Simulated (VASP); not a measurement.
Ni, 1 atom in the cell. Symmetry: Im-3m, No. 229, cubic system. Conventional cell: a = 2.804 Å, b = 2.804 Å, c = 2.804 Å, α = 90.00°, β = 90.00°, γ = 90.00°. Ni (site symmetry m-3m) has 14 Ni at 2.43 to 2.80 Å within 3.2 Å. 

```yaml
Program: VASP 6.6.1
Task: single point
Functional: LDA
Potentials_or_basis: VASP PAW LDA potentials, release 64 (Ni)
Cutoff: 520 eV
k_mesh: 13 × 13 × 13
Occupations: fermi-dirac, width 0.05 eV
Spin: collinear spin, ferromagnetic start
Starting_moments: "[1.0] μB"
Dipole_correction: no
Further_INCAR_settings: ALGO = Normal; EDIFF = 1e-07; NBANDS = 15
```

Potentials or basis: VASP PAW LDA potentials, release 64 (Ni).

Launch:

```bash
$ cat potpaw_LDA.64/Ni/POTCAR > POTCAR
$ mpirun -np 1 vasp_std > vasp.out
```

Hardware: 1 thread of AMD EPYC 9R45 96-Core Processor (Zen 5), with other jobs on the host.

Estimate the wall time of this run.

Run time: 14 s on 1 thread of AMD EPYC 9R45 96-Core Processor (Zen 5), with other jobs on the host, peak memory 0.1 GiB. Counts: scf iterations 13, k points 84.
